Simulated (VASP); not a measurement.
# Ta16HC in VASP: a series of runs

Runs on Ta16HC. Level: PBEsol. Tasks: single point.

Everything below comes from runs of VASP 6.6.1. Logs are shortened: lines on timing, memory, paths and dates and some standing lists are left out, and cuts for length are marked.

## Step 1: The cell of the first run

The cell holds a slab with vacuum, 18 atoms: a = 6.620 Å, b = 6.620 Å, c = 17.965 Å, α = 90.00°, β = 90.00°, γ = 90.00°.

## Step 2: Single point, PBEsol

INCAR

```
SYSTEM = Ta16HC
PREC     = Accurate       ! precision mode
ENCUT    = 520            ! plane-wave cutoff, eV
EDIFF    = 1E-6           ! SCF threshold, eV
ISMEAR   = -1             ! smearing method
SIGMA    = 0.05           ! smearing width, eV
LREAL    = Auto         
LASPH    = .TRUE.         ! aspherical terms in the spheres
NELM     = 80             ! most SCF steps
ALGO     = Normal         ! electronic algorithm
ISIF     = 2              ! what is computed and relaxed
LWAVE    = .FALSE.        ! write WAVECAR
LCHARG   = .FALSE.        ! write CHGCAR
GGA      = PS             ! functional
NBANDS   = 106            ! bands
```

KPOINTS

```
Automatic mesh
0
G
  3 3 1
  0 0 0
```

POSCAR

```
Ta16HC
1.0
    6.6200000000      0.0000000000      0.0000000000
    0.0000000000      6.6200000000      0.0000000000
    0.0000000000      0.0000000000     17.9650000000
Ta C H
16 1 1
Direct
    0.2500000000      0.2500000000      0.0556637907
    0.7500000000      0.2500000000      0.0556637907
    0.2500000000      0.7500000000      0.0556637907
    0.7500000000      0.7500000000      0.0556637907
   -0.0096072508     -0.0021752266      0.1334149736
    0.5062537764      0.0025981873      0.1409184525
   -0.0079456193      0.5098036254      0.1435847481
    0.4756797583      0.5042296073      0.1423879766
    0.2435347432      0.2214501511      0.2180239354
    0.7146827795      0.2667220544      0.2147954356
    0.2474018127      0.7546374622      0.2354745338
    0.7530513595      0.7826888218      0.2296187030
    0.0044864048      0.0232779456      0.3092012246
    0.5096374622      0.0357552870      0.3212468689
   -0.0288066465      0.4430211480      0.3139716115
    0.4535951662      0.5065105740      0.3140606735
    0.7242447130      0.2776888218      0.3461898135
    0.7367522659      0.0539728097      0.3720345116
```

Potentials or basis: VASP PAW PBE potentials, release 64 (Ta_pv, C, H).

On the command line:

```bash
$ cat potpaw_PBE.64/Ta_pv/POTCAR potpaw_PBE.64/C/POTCAR potpaw_PBE.64/H/POTCAR > POTCAR
$ mpirun -np 1 vasp_std > vasp.out
```

OUTCAR:

```text
SYSTEM = Ta16HC
   PREC = Accurate
   ENCUT = 520
   EDIFF = 1E-6
   ISMEAR = -1
   LREAL = Auto
   LASPH = .TRUE.
   NELM = 80
   ISIF = 2
   GGA = PS

 ion  position               nearest neighbor table
   1  0.250  0.250  0.056-   8 2.74   5 2.77   6 2.81   7 2.89   9 2.92   3 3.31   2 3.31   3 3.31
                             2 3.31
   2  0.750  0.250  0.056-   5 2.70   6 2.76   7 2.83  10 2.87   8 2.93   4 3.31   1 3.31   4 3.31
                             1 3.31
   3  0.250  0.750  0.056-   8 2.70   5 2.76   7 2.82   6 2.83  11 3.23   4 3.31   1 3.31   1 3.31
                             4 3.31
   4  0.750  0.750  0.056-   5 2.68   7 2.76   6 2.78   8 2.89  12 3.13   3 3.31   2 3.31   2 3.31
                             3 3.31
   5  0.990  0.998  0.133-   4 2.68   2 2.70   9 2.70  12 2.74   3 2.76   1 2.77  10 2.94  11 2.97
                            13 3.16   6 3.21   7 3.24   7 3.39   6 3.42
   6  0.506  0.003  0.141-  10 2.59   9 2.65  12 2.71   2 2.76   4 2.78   1 2.81   3 2.83  11 2.92
                             5 3.21  14 3.25   8 3.31   8 3.33   5 3.42
   7  0.992  0.510  0.144-   4 2.76  10 2.76   3 2.82   2 2.83  12 2.86   9 2.86  11 2.87   1 2.89
                            15 3.10   8 3.20   5 3.24   5 3.39   8 3.42
   8  0.476  0.504  0.142-  10 2.58   3 2.70   1 2.74   9 2.78  11 2.80   4 2.89   2 2.93  12 3.04
                            16 3.09   7 3.20   6 3.31   6 3.33   7 3.42
   9  0.244  0.221  0.218-  13 2.63   6 2.65   5 2.70   8 2.78  14 2.84   7 2.86  15 2.89  16 2.91
                             1 2.92  11 3.11  10 3.13  10 3.51  11 3.54
  10  0.715  0.267  0.215-  17 2.36   8 2.58   6 2.59  15 2.72   7 2.76  14 2.80   2 2.87   5 2.94
                            16 2.95  13 3.03   9 3.13  12 3.23  12 3.44   9 3.51
  11  0.247  0.755  0.235-  16 2.56  13 2.74   8 2.80   7 2.87   6 2.92   5 2.97  14 2.98  15 3.10
                             9 3.11   3 3.23  12 3.28  12 3.35   9 3.54
  12  0.753  0.783  0.230-   6 2.71  13 2.71   5 2.74  14 2.85   7 2.86   8 3.04  15 3.07  16 3.09
                             4 3.13  10 3.23  11 3.28  11 3.35  10 3.44
  13  0.004  0.023  0.309-  18 2.11  17 2.59   9 2.63  12 2.71  11 2.74  15 2.79  10 3.03   5 3.16
                            14 3.28  14 3.35
  14  0.510  0.036  0.321-  18 1.76  17 2.19  10 2.80   9 2.84  12 2.85  11 2.98  16 3.14   6 3.25
                            13 3.28  13 3.35  16 3.53
  15  0.971  0.443  0.314-  17 2.05  10 2.72  13 2.79   9 2.89  12 3.07   7 3.10  11 3.10  16 3.22
                            16 3.45
  16  0.454  0.507  0.314-  17 2.42  11 2.56   9 2.91  10 2.95   8 3.09  12 3.09  14 3.14  15 3.22
                            15 3.45  14 3.53
  17  0.724  0.278  0.346-  15 2.05  14 2.19  10 2.36  16 2.42  13 2.59
  18  0.737  0.054  0.372-  14 1.76  13 2.11

  LATTYP: Found a simple tetragonal cell.
 ALAT       =     6.6200000000
 C/A-ratio  =     2.7137462236

  Lattice vectors:

 A1 = (   6.6200000000,   0.0000000000,   0.0000000000)
 A2 = (   0.0000000000,   6.6200000000,   0.0000000000)
 A3 = (   0.0000000000,   0.0000000000,  17.9650000000)

Analysis of symmetry for initial positions (statically):
=====================================================================
 Subroutine PRICEL returns:
 Original cell was already a primitive cell.

 Routine SETGRP: Setting up the symmetry group for a
 simple tetragonal supercell.

 Subroutine GETGRP returns: Found  1 space group operations
 (whereof  1 operations were pure point group operations)
 out of a pool of 16 trial point group operations.

The static configuration has the point symmetry C_1 .

Analysis of symmetry for dynamics (positions and initial velocities):
=====================================================================
 Subroutine PRICEL returns:
 Original cell was already a primitive cell.

 Routine SETGRP: Setting up the symmetry group for a
 simple tetragonal supercell.

 Subroutine GETGRP returns: Found  1 space group operations
 (whereof  1 operations were pure point group operations)
 out of a pool of 16 trial point group operations.

The dynamic configuration has the point symmetry C_1 .

 Subroutine INISYM returns: Found  1 space group operations
 (whereof  1 operations are pure point group operations),
 and found     1 'primitive' translations

----------------------------------------------------------------------------------------

                                     Primitive cell

  volume of cell :     787.3053

  direct lattice vectors                    reciprocal lattice vectors
     6.620000000  0.000000000  0.000000000     0.151057402  0.000000000  0.000000000
[... 49 lines left out ...]
 KPOINTS: Automatic mesh

Automatic generation of k-mesh.
 Grid dimensions read from file:
 generate k-points for:    3    3    1

 Generating k-lattice:

  Cartesian coordinates                     Fractional coordinates (reciprocal lattice)
     0.050352467  0.000000000  0.000000000     0.333333333  0.000000000  0.000000000
     0.000000000  0.050352467  0.000000000     0.000000000  0.333333333  0.000000000
     0.000000000  0.000000000  0.055663791     0.000000000  0.000000000  1.000000000

  Length of vectors
     0.050352467  0.050352467  0.055663791

  Shift w.r.t. Gamma in fractional coordinates (k-lattice)
     0.000000000  0.000000000  0.000000000

 Subroutine IBZKPT returns following result:
 ===========================================

 Found      5 irreducible k-points:

 Following reciprocal coordinates:
            Coordinates               Weight
  0.000000  0.000000  0.000000      1.000000
  0.333333  0.000000  0.000000      2.000000
  0.000000  0.333333  0.000000      2.000000
  0.333333  0.333333  0.000000      2.000000
 -0.333333  0.333333  0.000000      2.000000
   k-points           NKPTS =      5   k-points in BZ     NKDIM =      5   number of bands    NBANDS=    106
   number of dos      NEDOS =    301   number of ions     NIONS =     18
   total plane-waves  NPLWV = 350000
   dimension x,y,z NGX =    50 NGY =   50 NGZ =  140
   dimension x,y,z NGXF=   100 NGYF=  100 NGZF=  280
   ions per type =              16   1   1
   NGX,Y,Z   is equivalent  to a cutoff of  12.56, 12.56, 12.96 a.u.
   NGXF,Y,Z  is equivalent  to a cutoff of  25.11, 25.11, 25.91 a.u.
 SYSTEM =  Ta16HC
   PREC   = accura    normal or accurate (medium, high low for compatibility)
   ISTART =      0    job   : 0-new  1-cont  2-samecut
   ICHARG =      2    charge: 1-file 2-atom 10-const
   ISPIN  =      1    spin polarized calculation?
   LNONCOLLINEAR =      F non collinear calculations
   LSORBIT =      F    spin-orbit coupling
   LASPH  =      T    aspherical Exc in radial PAW
   ENCUT  =  520.0 eV  38.22 Ry    6.18 a.u.  12.31 12.31 33.40*2*pi/ulx,y,z
   NELM   =     80;   NELMIN=  2; NELMDL= -5     # of ELM steps
   EDIFF  = 0.1E-05   stopping-criterion for ELM
   LREAL  =      T    real-space projection
   EDIFFG = 0.1E-04   stopping-criterion for IOM
   NSW    =      0    number of steps for IOM
   IBRION =     -1    ionic relax: 0-MD 1-quasi-New 2-CG
   NFREE  =      0    steps in history (QN), initial steepest desc. (CG)
   ISIF   =      2    stress and relaxation
   ISYM   =      2    0-nonsym 1-usesym 2-fastsym
   POTIM  = 0.5000    time-step for ionic-motion
   TEBEG  =    0.0;   TEEND  =   0.0 temperature during run
   PSTRESS=    0.0 pullay stress
   NELECT =     181.0000    total number of electrons
   NUPDOWN=      -1.0000    fix difference up-down
   EMIN   =  10.00;   EMAX   =-10.00  energy-range for DOS
   EFERMI =   0.00;   METHOD = LEGACY
   ISMEAR =    -1;   SIGMA  =   0.05  broadening in eV -4-tet -1-fermi 0-gaus
   EFERMI_NEDOS =   21; number of points for ismear=-14 and -15
   IALGO  =     38    algorithm
   IMIX   =      4    mixing-type and parameters
     AMIX     =   0.40;   BMIX     =  1.00
     AMIX_MAG =   1.60;   BMIX_MAG =  1.00
  volume/ion in A,a.u.               =      43.74       295.17
  Fermi-wavevector in a.u.,A,eV,Ry     =   1.002890  1.895187 13.684581  1.005788
  Thomas-Fermi vector in A             =   2.135406
   LORBIT       =      0    0 simple, 1 ext, 2 COOP (PROOUT), +10 PAW based schemes
   GGA     = PS    functional components
   LHFCALC =     F    Hartree Fock is set to
   AEXX    =    0.0000 exact exchange contribution
   IVDW    =     0    specifies the selected vdW correction
   LEPSILON=     F    determine dielectric tensor
   LRPA    =     F    only Hartree local field effects (RPA)
 non-spin polarized calculation
  energy-cutoff  :      520.00
  volume of cell :      787.31
 maximum number of plane-waves:     21259
 NGX is ok and might be reduce to    50
   NGX = 25   NGY = 25   NGZ = 67

 number of electron     181.0000000 magnetization

 Free energy of the ion-electron system (eV)
  ---------------------------------------------------
  ext. energy  EPLUGINS =         0.00000000
  ---------------------------------------------------
  free energy    TOTEN  =      -196.78839146 eV

  energy without entropy =     -196.63510380  energy(sigma->0) =     -196.71174763

 E-fermi :  -0.1578     XC(G=0):  -5.9388

 val. band max:       -0.1810983496   @ k =   0.0000   0.0000   0.0000
 cond. band min:      -0.1213613198   @ k =   0.3333   0.0000   0.0000
 fundamental gap:      0.0597370298
 Fermi energy:        -0.1578066350

 k-point     1 :       0.0000    0.0000    0.0000
  band No.  band energies     occupation
      1     -35.0680      2.00000
      2     -35.0541      2.00000
      3     -35.0296      2.00000
      4     -35.0111      2.00000
      5     -35.0086      2.00000
      6     -34.9462      2.00000
[... 514 lines left out ...]
    101       0.5755      0.00000
    102       0.6026      0.00000
 [bands above 102 left out]

------------------------ aborting loop because EDIFF is reached ----------------------------------------

  FORCE on cell =-STRESS in cart. coord.  units (eV):
  Direction    XX          YY          ZZ          XY          YZ          ZX
  --------------------------------------------------------------------------------------
  -------------------------------------------------------------------------------------
  Total      -13.7678149    -11.6161047      6.4114036      2.9397806     -1.8070743      3.2269528
  in kB      -28.0176949    -23.6389347     13.0472954      5.9824945     -3.6774214      6.5668938
  external PRESSURE =     -12.8697781 kB  Pullay stress =       0.0000000 kB

 VOLUME and BASIS-vectors are now :
 -----------------------------------------------------------------------------
  energy-cutoff  :      520.00
  volume of cell :      787.31
      direct lattice vectors                 reciprocal lattice vectors
     6.620000000  0.000000000  0.000000000     0.151057402  0.000000000  0.000000000
     0.000000000  6.620000000  0.000000000     0.000000000  0.151057402  0.000000000
     0.000000000  0.000000000 17.965000000     0.000000000  0.000000000  0.055663791

 POSITION                                       TOTAL-FORCE (eV/Angst)
 -----------------------------------------------------------------------------------
      1.65500      1.65500      1.00000        -0.276809     -0.036923      0.081591
      4.96500      1.65500      1.00000        -0.196537      0.632069     -0.070996
      1.65500      4.96500      1.00000         0.214258     -0.298244      0.426825
      4.96500      4.96500      1.00000        -0.348658     -0.182924      0.477687
      6.55640      6.60560      2.39680         0.670742     -0.040665     -0.078912
      3.35140      0.01720      2.53160        -1.317653     -1.288013     -2.466723
[... 10 lines left out ...]
      4.79450      1.83830      6.21930        -0.572556     -0.476835     -0.806775
      4.87730      0.35730      6.68360         1.140921      0.015159      0.633872
 -----------------------------------------------------------------------------------
    total drift:                                0.000962     -0.003846     -0.004167

  FREE ENERGIE OF THE ION-ELECTRON SYSTEM (eV)
  ---------------------------------------------------
  free  energy   TOTEN  =      -196.7883914634 eV

  energy  without entropy=     -196.6351037995  energy(sigma->0) =     -196.71174763
```

It took 30 min on 1 thread of Oxide Virtual Turin-like, shared host; peak memory 0.81 GiB.

Results:

```
Free energy   : -196.7884 eV
Largest force : 3.357 eV/Å
```

Forces on the atoms (eV/Å):
```
Ta  -0.277 -0.037  0.082
Ta  -0.197  0.632 -0.071
Ta   0.214 -0.298  0.427
Ta  -0.349 -0.183  0.478
Ta   0.671 -0.041 -0.079
Ta  -1.318 -1.288 -2.467
Ta  -0.295 -0.076 -1.649
Ta   0.780  1.431 -1.479
Ta  -0.310  2.507  1.761
Ta   2.324 -0.719  2.314
Ta  -0.830  0.539 -0.822
Ta  -1.063 -1.933  0.437
Ta  -1.346  0.315  1.941
Ta  -1.201 -0.640 -0.885
Ta   0.672  1.681 -0.505
Ta   1.954 -1.428  0.690
C   -0.573 -0.477 -0.807
H    1.141  0.015  0.634
```

Levels at points of the mesh, in eV from the Fermi level:
| k point | band 87 | band 88 | band 89 | band 90 | band 91 | band 92 | band 93 | band 94 |
| --- | --- | --- | --- | --- | --- | --- | --- | --- |
| (0.00, 0.00, 0.00) | -0.12 | -0.06 | -0.02 | 0.05 | 0.11 | 0.25 | 0.29 | 0.43 |

Caveat: the PAW data sets were made with another functional, which shifts forces and pressure a little; spin-orbit coupling is left out, which moves the levels of the heavy elements.

## Step 3: Single point, PBEsol

INCAR

```
SYSTEM = Ta16HC
ALGO     = Normal         ! electronic algorithm
EDIFF    = 1E-7           ! SCF threshold, eV
ENCUT    = 520            ! plane-wave cutoff, eV
GGA      = PS             ! functional
ISIF     = 2              ! what is computed and relaxed
ISMEAR   = -1             ! smearing method
LASPH    = .TRUE.         ! aspherical terms in the spheres
LCHARG   = .FALSE.        ! write CHGCAR
LREAL    = Auto         
LWAVE    = .FALSE.        ! write WAVECAR
NBANDS   = 106            ! bands
NELM     = 100            ! most SCF steps
PREC     = Accurate       ! precision mode
SIGMA    = 0.05           ! smearing width, eV
```

KPOINTS

```
k-points
0
G
  3 3 1
  0 0 0
```

POSCAR

```
Ta16HC
1.0
    6.6200000000      0.0000000000      0.0000000000
    0.0000000000      6.6200000000      0.0000000000
    0.0000000000      0.0000000000     17.9650000000
Ta C H
16 1 1
Direct
    0.2500000000      0.2500000000      0.0556637907
    0.7500000000      0.2500000000      0.0556637907
    0.2500000000      0.7500000000      0.0556637907
    0.7500000000      0.7500000000      0.0556637907
   -0.0110422961     -0.0026435045      0.1379905372
    0.4823111782      0.0035347432      0.1355023657
   -0.0148187311      0.5248791541      0.1432118007
    0.4666767372      0.5125679758      0.1459393265
    0.2339274924      0.2276888218      0.2238463679
    0.7366767372      0.2509214502      0.2140606735
    0.2491540785      0.7497583082      0.2355747286
    0.7490030211      0.7705891239      0.2389590871
   -0.0040332326      0.0164199396      0.3137767882
    0.5059667674      0.0446978852      0.3170609519
   -0.0323262840      0.4403323263      0.3144057890
    0.4520090634      0.4899546828      0.3137433899
    0.7328247734      0.2510876133      0.3352129140
    0.7638066465     -0.3711178248      0.3627720568
```

Potentials or basis: VASP PAW PBE potentials, release 64 (Ta_pv, C, H).

On the command line:

```bash
$ cat potpaw_PBE.64/Ta_pv/POTCAR potpaw_PBE.64/C/POTCAR potpaw_PBE.64/H/POTCAR > POTCAR
$ mpirun -np 1 vasp_std > vasp.out
```

Run time: 41 min. Hardware: 1 thread of Oxide Virtual Turin-like, shared host; peak memory 0.82 GiB.

The run converged. Its results:

* Free energy: -197.9326 eV
* Largest force: 2.828 eV/Å

Forces in eV/Å, atoms in the order of the input:
```
Ta  -0.633  0.378 -0.065
Ta  -0.241  0.532  0.286
Ta  -0.296 -0.118  0.332
Ta  -0.544  0.095  0.366
Ta   0.434 -0.444 -0.788
Ta   1.001 -0.827 -0.295
Ta   0.244 -1.200 -1.060
Ta   1.729 -0.070 -1.302
Ta   0.155  1.751  0.359
Ta  -0.625  0.153  0.018
Ta  -1.268  1.109 -0.282
Ta  -0.908 -1.263 -0.509
Ta  -1.111  0.043  1.184
Ta  -0.098 -1.236  0.327
Ta   0.747  2.602  0.817
Ta   2.129 -1.200  0.815
C   -0.343 -0.564  0.848
H   -0.373  0.260 -1.050
```

Levels at points of the mesh, in eV from the Fermi level:
| k point | band 86 | band 87 | band 88 | band 89 | band 90 | band 91 | band 92 | band 93 | band 94 | band 95 |
| --- | --- | --- | --- | --- | --- | --- | --- | --- | --- | --- |
| (0.00, 0.00, 0.00) | -0.23 | -0.14 | -0.09 | -0.03 | 0.08 | 0.11 | 0.24 | 0.28 | 0.38 | 0.52 |

Caveat: the PAW data sets were made with another functional, which shifts forces and pressure a little; spin-orbit coupling is left out, which moves the levels of the heavy elements.
